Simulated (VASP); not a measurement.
TiB, 2 atoms in the cell. Symmetry: F-43m, No. 216, cubic system. The conventional cell has a = 4.202 Å, b = 4.202 Å, c = 4.202 Å, α = 90.00°, β = 90.00°, γ = 90.00°. Within 2.4 Å of Ti (site symmetry -43m) lie 4 B at 1.82 Å. Within 2.4 Å of B (site symmetry -43m) lie 4 Ti at 1.82 Å. 

- Program: VASP 6.6.1
- Task: single point
- Functional: r2SCAN
- Potentials or basis: VASP PAW PBE potentials, release 64 (Ti_sv, B)
- Cutoff: 520 eV
- k mesh: 22 × 22 × 22
- Occupations: gaussian, width 0.15 eV
- Spin: no spin polarisation
- Dipole correction: no
- Further INCAR settings: ALGO = Normal; EDIFF = 1e-06; NBANDS = 14

Potentials or basis: VASP PAW PBE potentials, release 64 (Ti_sv, B).

Run with:

```console
$ cat potpaw_PBE.64/Ti_sv/POTCAR potpaw_PBE.64/B/POTCAR > POTCAR
$ cp INCAR.step1 INCAR
$ mpirun -np 1 vasp_std > vasp.out
$ cp INCAR.step2 INCAR
$ mpirun -np 1 vasp_std > vasp.out
```

Hardware: 1 thread of Intel Xeon 8259CL, on a shared host.

Task: How long does it take, and how much memory?

Result: Wall time 5.8 min on 1 thread of Intel Xeon 8259CL, with other jobs on the host, peak memory 0.22 GiB. Counts: k points 328.
